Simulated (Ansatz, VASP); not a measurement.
Two plane-wave programs on Si2B3

```
Si B
1.0
     4.45837    0.00000    0.00000
     0.00000    4.45837    0.00000
     0.00000    0.00000    5.57157
Si B
4 6
Direct
  0.29609 0.29609 0.48408
  0.70391 0.70391 0.48408
  0.70391 0.29609 0.98408
  0.29609 0.70391 0.98408
  0.73865 0.73865 0.85085
  0.26135 0.26135 0.85085
  0.26135 0.73865 0.35085
  0.73865 0.26135 0.35085
  0.00000 0.00000 0.35251
  0.00000 0.00000 0.85251
```

Alike in both runs: functional PBE; k mesh 4 × 4 × 3; occupations gaussian, width 0.2 eV; no spin polarisation.

Ansatz relaxed the structure, and its values are those at the end. VASP's run is a single point on that final structure, the one shown.

```csv
,VASP,Ansatz
version,VASP 6.6.1,Ansatz 0.2.0
potentials or method,"VASP PAW PBE potentials, release 64 (Si, B), cutoff 500 eV","scalar-relativistic, plane waves, PAW"
valence electrons in the cell,34,34
```

Ansatz gave:

- gap on the k mesh at the Fermi level (eV): none
- pressure (GPa): 0.3
- rms of the force components (eV/Å): 0.026

Task: Which values does VASP return?

Result: gap on the k mesh at the Fermi level (eV): none; pressure (GPa): 0.2; rms of the force components (eV/Å): 0.027.

A gap of «none» marks a metal or a gap that the smearing closes.

The k mesh is coarse, so the values compare programs but aren't converged.
